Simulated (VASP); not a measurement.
# BiTe in VASP: a series of runs

BiTe is run at these levels: r2SCAN, PBEsol; tasks: single point.

Program: VASP 6.6.1. These are calculated values, not measurements. Logs are shortened: lines on timing, memory, paths and dates and some standing lists are left out, and cuts for length are marked.

## Step 1: The cell of the first run

Symmetry: Fm-3m, No. 225, cubic system. The conventional cell has a = 6.555 Å, b = 6.555 Å, c = 6.555 Å, α = 90.00°, β = 90.00°, γ = 90.00°. Within 4.3 Å of Bi (site symmetry m-3m) lie 6 Te at 3.28 Å. Within 4.3 Å of Te (site symmetry m-3m) lie 6 Bi at 3.28 Å.

## Step 2: Single point, r2SCAN

Input file POSCAR:

```
BiTe
1.0
    0.0000000000      3.2775706714      3.2775706714
    3.2775706714      0.0000000000      3.2775706714
    3.2775706714      3.2775706714      0.0000000000
Bi Te
1 1
Direct
    0.0000000000      0.0000000000      0.0000000000
    0.5000000000      0.5000000000      0.5000000000
```

Input file INCAR.step1:

```
SYSTEM = BiTe
PREC = Accurate
ENCUT = 520
ISMEAR = -1
SIGMA = 0.05
LREAL = .FALSE.
LASPH = .TRUE.
NELM = 100
NBANDS = 18
GGA = PE
ALGO = Normal
EDIFF = 1E-4
LWAVE = .TRUE.
LCHARG = .FALSE.
```

Input file INCAR.step2:

```
SYSTEM = BiTe
PREC = Accurate
ENCUT = 520
EDIFF = 1E-6
ISMEAR = -1
SIGMA = 0.05
LREAL = .FALSE.
LASPH = .TRUE.
NELM = 100
ALGO = Normal
ISIF = 2
LWAVE = .FALSE.
LCHARG = .FALSE.
METAGGA = R2SCAN
LMIXTAU = .TRUE.
NBANDS = 18
ISTART = 1
```

Input file KPOINTS:

```
Automatic mesh
0
G
  7 7 7
  0 0 0
```

Potentials or basis: VASP PAW PBE potentials, release 64 (Bi_d, Te).

Launch:

```bash
$ cat potpaw_PBE.64/Bi_d/POTCAR potpaw_PBE.64/Te/POTCAR > POTCAR
$ cp INCAR.step1 INCAR
$ mpirun -np 1 vasp_std > vasp.out
$ cp INCAR.step2 INCAR
$ mpirun -np 1 vasp_std > vasp.out
```

OUTCAR:

```text
SYSTEM = BiTe
   PREC = Accurate
   ENCUT = 520
   EDIFF = 1E-6
   ISMEAR = -1
   LREAL = .FALSE.
   LASPH = .TRUE.
   NELM = 100
   ISIF = 2
   METAGGA = R2SCAN
   ISTART = 1

 ion  position               nearest neighbor table
   1  0.000  0.000  0.000-   2 3.28   2 3.28   2 3.28   2 3.28   2 3.28   2 3.28
   2  0.500  0.500  0.500-   1 3.28   1 3.28   1 3.28   1 3.28   1 3.28   1 3.28

  LATTYP: Found a face centered cubic cell.
 ALAT       =     6.5551413428

  Lattice vectors:

 A1 = (   0.0000000000,   3.2775706714,   3.2775706714)
 A2 = (   3.2775706714,   0.0000000000,   3.2775706714)
 A3 = (   3.2775706714,   3.2775706714,   0.0000000000)

Analysis of symmetry for initial positions (statically):
=====================================================================
 Subroutine PRICEL returns:
 Original cell was already a primitive cell.

 Routine SETGRP: Setting up the symmetry group for a
 face centered cubic supercell.

 Subroutine GETGRP returns: Found 48 space group operations
 (whereof 48 operations were pure point group operations)
 out of a pool of 48 trial point group operations.

The static configuration has the point symmetry O_h .

Analysis of symmetry for dynamics (positions and initial velocities):
=====================================================================
 Subroutine PRICEL returns:
 Original cell was already a primitive cell.

 Routine SETGRP: Setting up the symmetry group for a
 face centered cubic supercell.

 Subroutine GETGRP returns: Found 48 space group operations
 (whereof 48 operations were pure point group operations)
 out of a pool of 48 trial point group operations.

The dynamic configuration has the point symmetry O_h .

 Subroutine INISYM returns: Found 48 space group operations
 (whereof 48 operations are pure point group operations),
 and found     1 'primitive' translations

----------------------------------------------------------------------------------------

                                     Primitive cell

  volume of cell :      70.4184

  direct lattice vectors                    reciprocal lattice vectors
     0.000000000  3.277570671  3.277570671    -0.152552012  0.152552012  0.152552012
     3.277570671  0.000000000  3.277570671     0.152552012 -0.152552012  0.152552012
     3.277570671  3.277570671  0.000000000     0.152552012  0.152552012 -0.152552012

  length of vectors
     4.635184895  4.635184895  4.635184895     0.264227835  0.264227835  0.264227835

  position of ions in fractional coordinates (direct lattice)
     0.000000000  0.000000000  0.000000000
     0.500000000  0.500000000  0.500000000

  ion indices of the primitive-cell ions
   primitive index   ion index
                 1           1
                 2           2

----------------------------------------------------------------------------------------

 KPOINTS: Automatic mesh

Automatic generation of k-mesh.
 Grid dimensions read from file:
 generate k-points for:    7    7    7

 Generating k-lattice:

  Cartesian coordinates                     Fractional coordinates (reciprocal lattice)
    -0.021793145  0.021793145  0.021793145     0.142857143  0.000000000  0.000000000
     0.021793145 -0.021793145  0.021793145     0.000000000  0.142857143  0.000000000
     0.021793145  0.021793145 -0.021793145     0.000000000  0.000000000  0.142857143

  Length of vectors
     0.037746834  0.037746834  0.037746834

  Shift w.r.t. Gamma in fractional coordinates (k-lattice)
     0.000000000  0.000000000  0.000000000

 Subroutine IBZKPT returns following result:
 ===========================================

 Found     20 irreducible k-points:

 Following reciprocal coordinates:
            Coordinates               Weight
  0.000000  0.000000  0.000000      1.000000
  0.142857  0.000000  0.000000      8.000000
  0.285714  0.000000  0.000000      8.000000
  0.428571  0.000000  0.000000      8.000000
  0.142857  0.142857  0.000000      6.000000
  0.285714  0.142857  0.000000     24.000000
[... 12 lines left out ...]
 -0.428571  0.428571  0.142857     24.000000
 -0.285714  0.428571  0.142857     24.000000
   k-points           NKPTS =     20   k-points in BZ     NKDIM =     20   number of bands    NBANDS=     18
   number of dos      NEDOS =    301   number of ions     NIONS =      2
   total plane-waves  NPLWV =  46656
   dimension x,y,z NGX =    36 NGY =   36 NGZ =   36
   dimension x,y,z NGXF=    72 NGYF=   72 NGZF=   72
   ions per type =               1   1
   NGX,Y,Z   is equivalent  to a cutoff of  12.91, 12.91, 12.91 a.u.
   NGXF,Y,Z  is equivalent  to a cutoff of  25.82, 25.82, 25.82 a.u.
 SYSTEM =  BiTe
   PREC   = accura    normal or accurate (medium, high low for compatibility)
   ISTART =      1    job   : 0-new  1-cont  2-samecut
   ICHARG =      0    charge: 1-file 2-atom 10-const
   ISPIN  =      1    spin polarized calculation?
   LNONCOLLINEAR =      F non collinear calculations
   LSORBIT =      F    spin-orbit coupling
   LASPH  =      T    aspherical Exc in radial PAW
   ENCUT  =  520.0 eV  38.22 Ry    6.18 a.u.   8.62  8.62  8.62*2*pi/ulx,y,z
   NELM   =    100;   NELMIN=  2; NELMDL=  0     # of ELM steps
   EDIFF  = 0.1E-05   stopping-criterion for ELM
   LREAL  =      F    real-space projection
   EDIFFG = 0.1E-04   stopping-criterion for IOM
   NSW    =      0    number of steps for IOM
   IBRION =     -1    ionic relax: 0-MD 1-quasi-New 2-CG
   NFREE  =      0    steps in history (QN), initial steepest desc. (CG)
   ISIF   =      2    stress and relaxation
   ISYM   =      2    0-nonsym 1-usesym 2-fastsym
   POTIM  = 0.5000    time-step for ionic-motion
   TEBEG  =    0.0;   TEEND  =   0.0 temperature during run
   PSTRESS=    0.0 pullay stress
   NELECT =      21.0000    total number of electrons
   NUPDOWN=      -1.0000    fix difference up-down
   EMIN   =  10.00;   EMAX   =-10.00  energy-range for DOS
   EFERMI =   0.00;   METHOD = LEGACY
   ISMEAR =    -1;   SIGMA  =   0.05  broadening in eV -4-tet -1-fermi 0-gaus
   EFERMI_NEDOS =   21; number of points for ismear=-14 and -15
   IALGO  =     38    algorithm
   IMIX   =      4    mixing-type and parameters
     AMIX     =   0.40;   BMIX     =  1.00
     AMIX_MAG =   1.60;   BMIX_MAG =  1.00
  volume/ion in A,a.u.               =      35.21       237.60
  Fermi-wavevector in a.u.,A,eV,Ry     =   1.093753  2.066893 16.276586  1.196295
  Thomas-Fermi vector in A             =   2.230044
   LORBIT       =      0    0 simple, 1 ext, 2 COOP (PROOUT), +10 PAW based schemes
   METAGGA = R2SCAN    functional components
   LHFCALC =     F    Hartree Fock is set to
   AEXX    =    0.0000 exact exchange contribution
   IVDW    =     0    specifies the selected vdW correction
   LEPSILON=     F    determine dielectric tensor
   LRPA    =     F    only Hartree local field effects (RPA)
 non-spin polarized calculation
  energy-cutoff  :      520.00
  volume of cell :       70.42
 maximum number of plane-waves:      1917
   NGX = 17   NGY = 17   NGZ = 17

 number of electron      20.9999994 magnetization

 Free energy of the ion-electron system (eV)
  ---------------------------------------------------
  ext. energy  EPLUGINS =         0.00000000
  ---------------------------------------------------
  free energy    TOTEN  =       -84.00130168 eV

  energy without entropy =      -83.98295197  energy(sigma->0) =      -83.99212683

 E-fermi :   6.1613     XC(G=0):  -9.8112

 val. band max:        6.1240779826   @ k =  -0.4286   0.1429   0.0000
 cond. band min:       6.1955567666   @ k =  -0.4286   0.1429   0.0000
 fundamental gap:      0.0714787839
 Fermi energy:         6.1612816286

 k-point     1 :       0.0000    0.0000    0.0000
  band No.  band energies     occupation
      1     -17.7660      2.00000
      2     -17.7660      2.00000
      3     -17.7632      2.00000
      4     -17.7632      2.00000
      5     -17.7632      2.00000
      6      -7.7491      2.00000
[... 10 lines left out ...]
     17      12.6793      0.00000
     18      13.0630      0.00000

 k-point     2 :       0.1429    0.0000    0.0000
  band No.  band energies     occupation
      1     -17.7666      2.00000
      2     -17.7666      2.00000
      3     -17.7629      2.00000
      4     -17.7622      2.00000
      5     -17.7622      2.00000
      6      -7.5661      2.00000
[... 10 lines left out ...]
     17      13.7597      0.00000
     18      14.0586      0.00000

 k-point     3 :       0.2857    0.0000    0.0000
  band No.  band energies     occupation
      1     -17.7685      2.00000
      2     -17.7685      2.00000
      3     -17.7622      2.00000
      4     -17.7595      2.00000
      5     -17.7595      2.00000
      6      -7.0281      2.00000
[... 10 lines left out ...]
     17      15.6773      0.00000
     18      16.2229      0.00000

 k-point     4 :       0.4286    0.0000    0.0000
  band No.  band energies     occupation
      1     -17.7702      2.00000
      2     -17.7702      2.00000
      3     -17.7616      2.00000
      4     -17.7573      2.00000
      5     -17.7573      2.00000
      6      -6.1793      2.00000
[... 10 lines left out ...]
     17      15.0662      0.00000
     18      16.5675      0.00000

 k-point     5 :       0.1429    0.1429    0.0000
  band No.  band energies     occupation
      1     -17.7682      2.00000
      2     -17.7652      2.00000
      3     -17.7638      2.00000
      4     -17.7615      2.00000
      5     -17.7615      2.00000
      6      -7.5084      2.00000
[... 10 lines left out ...]
     17      13.0485      0.00000
     18      13.2838      0.00000

 k-point     6 :       0.2857    0.1429    0.0000
  band No.  band energies     occupation
      1     -17.7704      2.00000
      2     -17.7658      2.00000
      3     -17.7635      2.00000
      4     -17.7597      2.00000
      5     -17.7591      2.00000
      6      -7.1000      2.00000
[... 10 lines left out ...]
     17      14.2830      0.00000
     18      14.4948      0.00000

 k-point     7 :       0.4286    0.1429    0.0000
  band No.  band energies     occupation
      1     -17.7718      2.00000
      2     -17.7677      2.00000
      3     -17.7620      2.00000
      4     -17.7583      2.00000
      5     -17.7569      2.00000
      6      -6.3780      2.00000
[... 10 lines left out ...]
     17      15.0590      0.00000
     18      16.2151      0.00000

 k-point     8 :      -0.4286    0.1429    0.0000
  band No.  band energies     occupation
      1     -17.7713      2.00000
      2     -17.7692      2.00000
      3     -17.7608      2.00000
      4     -17.7577      2.00000
      5     -17.7569      2.00000
      6      -5.7718      2.00000
[... 10 lines left out ...]
     17      15.9013      0.00000
     18      17.0544      0.00000
[... 145 lines left out ...]
     17      16.8563      0.00000
     18      16.8565      0.00000

 k-point    16 :      -0.4286    0.4286    0.0000
  band No.  band energies     occupation
      1     -17.7782      2.00000
      2     -17.7651      2.00000
      3     -17.7630      2.00000
      4     -17.7548      2.00000
      5     -17.7544      2.00000
      6      -5.8839      2.00000
[... 10 lines left out ...]
     17      15.8780      0.00000
     18      16.4826      0.00000

 k-point    17 :       0.4286    0.2857    0.1429
  band No.  band energies     occupation
      1     -17.7724      2.00000
      2     -17.7660      2.00000
      3     -17.7631      2.00000
      4     -17.7578      2.00000
      5     -17.7577      2.00000
      6      -6.6153      2.00000
[... 10 lines left out ...]
     17      15.0898      0.00000
     18      15.4739      0.00000

 k-point    18 :      -0.4286    0.2857    0.1429
  band No.  band energies     occupation
      1     -17.7731      2.00000
      2     -17.7672      2.00000
      3     -17.7611      2.00000
      4     -17.7584      2.00000
      5     -17.7560      2.00000
      6      -5.8867      2.00000
[... 10 lines left out ...]
     17      15.6283      0.00000
     18      17.0169      0.00000

 k-point    19 :      -0.4286    0.4286    0.1429
  band No.  band energies     occupation
      1     -17.7765      2.00000
      2     -17.7643      2.00000
      3     -17.7638      2.00000
      4     -17.7565      2.00000
      5     -17.7545      2.00000
      6      -5.8991      2.00000
[... 10 lines left out ...]
     17      16.5029      0.00000
     18      16.9366      0.00000

 k-point    20 :      -0.2857    0.4286    0.1429
  band No.  band energies     occupation
      1     -17.7749      2.00000
      2     -17.7659      2.00000
      3     -17.7612      2.00000
      4     -17.7588      2.00000
      5     -17.7545      2.00000
      6      -5.4925      2.00000
[... 10 lines left out ...]
     17      15.8984      0.00000
     18      16.7181      0.00000

------------------------ aborting loop because EDIFF is reached ----------------------------------------

  FORCE on cell =-STRESS in cart. coord.  units (eV):
  Direction    XX          YY          ZZ          XY          YZ          ZX
  --------------------------------------------------------------------------------------
  -------------------------------------------------------------------------------------
  Total       -0.7704155     -0.7704155     -0.7704155     -0.0000000      0.0000000     -0.0000000
  in kB      -17.5286877    -17.5286877    -17.5286877     -0.0000000      0.0000000     -0.0000000
  external PRESSURE =     -17.5286877 kB  Pullay stress =       0.0000000 kB

 VOLUME and BASIS-vectors are now :
 -----------------------------------------------------------------------------
  energy-cutoff  :      520.00
  volume of cell :       70.42
      direct lattice vectors                 reciprocal lattice vectors
     0.000000000  3.277570671  3.277570671    -0.152552012  0.152552012  0.152552012
     3.277570671  0.000000000  3.277570671     0.152552012 -0.152552012  0.152552012
     3.277570671  3.277570671  0.000000000     0.152552012  0.152552012 -0.152552012

 POSITION                                       TOTAL-FORCE (eV/Angst)
 -----------------------------------------------------------------------------------
      0.00000      0.00000      0.00000        -0.000000     -0.000000     -0.000000
      3.27757      3.27757      3.27757         0.000000      0.000000      0.000000
 -----------------------------------------------------------------------------------
    total drift:                               -0.000000      0.000000      0.000000

  FREE ENERGIE OF THE ION-ELECTRON SYSTEM (eV)
  ---------------------------------------------------
  free  energy   TOTEN  =       -84.0013016780 eV

  energy  without entropy=      -83.9829519729  energy(sigma->0) =      -83.99212683
```

Wall time 2.6 min (1 thread of AMD EPYC 7R43 (Zen 3), shared host); peak memory 0.18 GiB.

Results:

```
Free energy : -84.0013 eV
Pressure    : -1.8 GPa
```

Levels at points of the mesh, in eV from the Fermi level:
```
           k point  band 7  band 8  band 9  band 10  band 11  band 12  band 13  band 14
(0.00, 0.00, 0.00)   -8.50   -2.72   -2.72    -2.72     2.12     2.12     2.12     5.04
```

Caveat: the PAW data sets were made with another functional, which shifts forces and pressure a little; spin-orbit coupling is left out, which moves the levels of the heavy elements.

## Step 3: Single point, r2SCAN

This run uses another cell than the first one, of 35.89 Å³/atom, 1.019 times its volume.

Input file POSCAR:

```
BiTe
1.0
    0.0000000000      3.2984474805      3.2984474805
    3.2984474805      0.0000000000      3.2984474805
    3.2984474805      3.2984474805      0.0000000000
Bi Te
1 1
Direct
    0.0000000000      0.0000000000      0.0000000000
    0.5000000000      0.5000000000      0.5000000000
```

Input file INCAR.step1:

```
ALGO = Normal ; EDIFF = 1E-4
ENCUT = 520 ; GGA = PE
ISMEAR = -1 ; LASPH = T
LCHARG = F ; LREAL = F
LWAVE = T ; NBANDS = 18
NELM = 60 ; PREC = Accurate
SIGMA = 0.05
```

Input file INCAR.step2:

```
ALGO = Normal ; EDIFF = 1E-6
ENCUT = 520 ; ISIF = 2
ISMEAR = -1 ; ISTART = 1
LASPH = T ; LCHARG = F
LMIXTAU = T ; LREAL = F
LWAVE = F ; METAGGA = R2SCAN
NBANDS = 18 ; NELM = 60
PREC = Accurate ; SIGMA = 0.05
```

Input file KPOINTS:

```
k-points
0
Gamma
  7 7 7
```

Potentials or basis: VASP PAW PBE potentials, release 64 (Bi_d, Te).

Launch:

```bash
$ cat potpaw_PBE.64/Bi_d/POTCAR potpaw_PBE.64/Te/POTCAR > POTCAR
$ cp INCAR.step1 INCAR
$ mpirun -np 1 vasp_std > vasp.out
$ cp INCAR.step2 INCAR
$ mpirun -np 1 vasp_std > vasp.out
```

Run time: 2.5 min. Hardware: 1 thread of AMD EPYC 7R43 (Zen 3), shared host; peak memory 0.18 GiB.

The run converged. Its results:

```
Free energy : -83.9835 eV
Pressure    : -2.5 GPa
```

Levels at points of the mesh, in eV from the Fermi level:
```csv
k point,band 7,band 8,band 9,band 10,band 11,band 12,band 13,band 14
"(0.00, 0.00, 0.00)",-8.56,-2.67,-2.67,-2.67,2.08,2.08,2.08,5.07
```

Caveat: the PAW data sets were made with another functional, which shifts forces and pressure a little; spin-orbit coupling is left out, which moves the levels of the heavy elements.

## Step 4: Single point, PBEsol

This run uses another cell than the first one, of 33.86 Å³/atom, 0.962 times its volume.

Input file INCAR:

```
PREC     = Accurate       # precision mode
ENCUT    = 520            # plane-wave cutoff, eV
EDIFF    = 1E-6           # SCF threshold, eV
ISMEAR   = -1             # smearing method
SIGMA    = 0.05           # smearing width, eV
LREAL    = F              # projectors in reciprocal space
LASPH    = T              # aspherical terms in the spheres
NELM     = 100            # most SCF steps
ALGO     = Normal         # electronic algorithm
ISIF     = 2              # what is computed and relaxed
LWAVE    = F              # write WAVECAR
LCHARG   = F              # write CHGCAR
GGA      = PS             # functional
NBANDS   = 18             # bands
```

Input file KPOINTS:

```
Automatic mesh
0
Gamma
  7 7 7
```

Input file POSCAR:

```
BiTe
1.0
    0.0000000000      3.2350000000      3.2350000000
    3.2350000000      0.0000000000      3.2350000000
    3.2350000000      3.2350000000      0.0000000000
Bi Te
1 1
Direct
    0.0000000000      0.0000000000      0.0000000000
    0.5000000000      0.5000000000      0.5000000000
```

Launch:

```bash
$ cat potpaw_PBE.64/Bi_d/POTCAR potpaw_PBE.64/Te/POTCAR > POTCAR
$ mpirun -np 1 vasp_std > vasp.out
```

It took 37 s on 1 thread of AMD EPYC 7R43 (Zen 3), shared host; peak memory 0.17 GiB.

It converged, with:

- Free energy: -7.9592 eV
- Pressure: -1.6 GPa

Levels at points of the mesh, in eV from the Fermi level:
```csv
k point,band 7,band 8,band 9,band 10,band 11,band 12,band 13,band 14
"(0.00, 0.00, 0.00)",-8.16,-2.55,-2.55,-2.55,2.13,2.13,2.13,4.61
```

Caveat: the PAW data sets were made with another functional, which shifts forces and pressure a little; spin-orbit coupling is left out, which moves the levels of the heavy elements.

## Step 5: Single point, PBEsol

This run uses another cell than the first one, of 34.53 Å³/atom, 0.981 times its volume.

Input file INCAR:

```
PREC = Accurate
ENCUT = 520
EDIFF = 1E-6
ISMEAR = -1
SIGMA = 0.05
LREAL = False
LASPH = True
NELM = 80
ALGO = Normal
ISIF = 2
LWAVE = False
LCHARG = True
GGA = PS
LELF = True
LVHAR = True
NBANDS = 18
```

KPOINTS is that of step 4.

Input file POSCAR:

```
BiTe
1.0
    0.0000000000      3.2350000000      3.2997000000
    3.2350000000      0.0000000000      3.2997000000
    3.2350000000      3.2350000000      0.0000000000
Bi Te
1 1
Direct
    0.0000000000      0.0000000000      0.0000000000
    0.5000000000      0.5000000000      0.5000000000
```

Launch:

```bash
$ cat potpaw_PBE.64/Bi_d/POTCAR potpaw_PBE.64/Te/POTCAR > POTCAR
$ mpirun -np 1 vasp_std > vasp.out
```

It took 84 s on 1 thread of AMD EPYC 7R43 (Zen 3), shared host; peak memory 0.19 GiB.

It converged, with:

* Free energy: -7.9410 eV
* Pressure: -2.5 GPa

Stress tensor (GPa, compression positive):
```
-2.28  0.00  0.00
 0.00 -2.28  0.00
 0.00  0.00 -2.82
```

Levels at points of the mesh, in eV from the Fermi level:
```tsv
k point	band 7	band 8	band 9	band 10	band 11	band 12	band 13	band 14
(0.00, 0.00, 0.00)	-8.22	-2.57	-2.57	-2.31	1.81	2.25	2.25	4.56
```

Caveat: the PAW data sets were made with another functional, which shifts forces and pressure a little; spin-orbit coupling is left out, which moves the levels of the heavy elements.

(Continued in part 2 of 2.)
